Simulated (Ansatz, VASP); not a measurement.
# One calculation of SrTiO3, two programs

File INCAR:

```
SYSTEM = SrTiO3
  PREC = Accurate
  ENCUT = 520
  EDIFF = 1E-7
  ISMEAR = 0
  SIGMA = 0.01
  LREAL = .FALSE.
  LASPH = .TRUE.
  NELM = 60
  ALGO = Normal
  ISIF = 2
  LWAVE = .FALSE.
  LCHARG = .TRUE.
  GGA = PS
  LELF = .TRUE.
  LVHAR = .TRUE.
  NBANDS = 28
```

Contents of KPOINTS:

```
regular mesh
0
G
  8 8 8
  0 0 0
```

The input POSCAR:

```
SrTiO3
1.0
    3.9563874719      0.0000000000      0.0000000000
    0.0000000000      3.9563874719      0.0000000000
    0.0000000000      0.0000000000      3.9563874719
Sr Ti O
1 1 3
Direct
    0.5000000000      0.5000000000      0.5000000000
    0.0000000000      0.0000000000      0.0000000000
    0.5000000000      0.0000000000      0.0000000000
    0.0000000000      0.5000000000      0.0000000000
    0.0000000000      0.0000000000      0.5000000000
```

Input for Ansatz:

```yaml
crystal:
  lattice:
    - [3.9563874719, 0.0, 0.0]
    - [0.0, 3.9563874719, 0.0]
    - [0.0, 0.0, 3.9563874719]
  atoms:
    - { symbol: Sr, position: [0.5, 0.5, 0.5] }
    - { symbol: Ti, position: [0.0, 0.0, 0.0] }
    - { symbol: O, position: [0.5, 0.0, 0.0] }
    - { symbol: O, position: [0.0, 0.5, 0.0] }
    - { symbol: O, position: [0.0, 0.0, 0.5] }
scf:
  occupations: { method: fixed }
output:
  forces: true
  stress: true
  eigenvalues: true
  write_density: true
  write_potential: true
  elf: true
  volumetric_format: npy
hamiltonian:
  xc: pbesol
basis:
  ecutwfc: 560
kpoints:
  mp_grid: { grid: [8, 8, 8] }
```

Alike in both runs: task single point; functional PBEsol; k mesh 8 × 8 × 8; no spin polarisation.

```csv
,VASP,Ansatz
version,VASP 6.6.1,Ansatz 0.2.0
potentials or method,"VASP PAW PBE potentials, release 64 (Sr_sv, Ti_sv, O), cutoff 520 eV","scalar-relativistic, plane waves, PAW"
occupations,"gaussian, width 0.01 eV",fixed
valence electrons in the cell,40,40
```

Ansatz gave:

* gap on the k mesh at the Fermi level (eV): 1.76
* least direct gap on the mesh (eV): 2.13
* pressure (GPa): -8.3

**Question.** Estimate VASP's values.

**Answer.** gap on the k mesh at the Fermi level (eV): 1.73; least direct gap on the mesh (eV): 2.11; pressure (GPa): -7.7.

VASP's potentials were made for PBE, not for PBEsol.
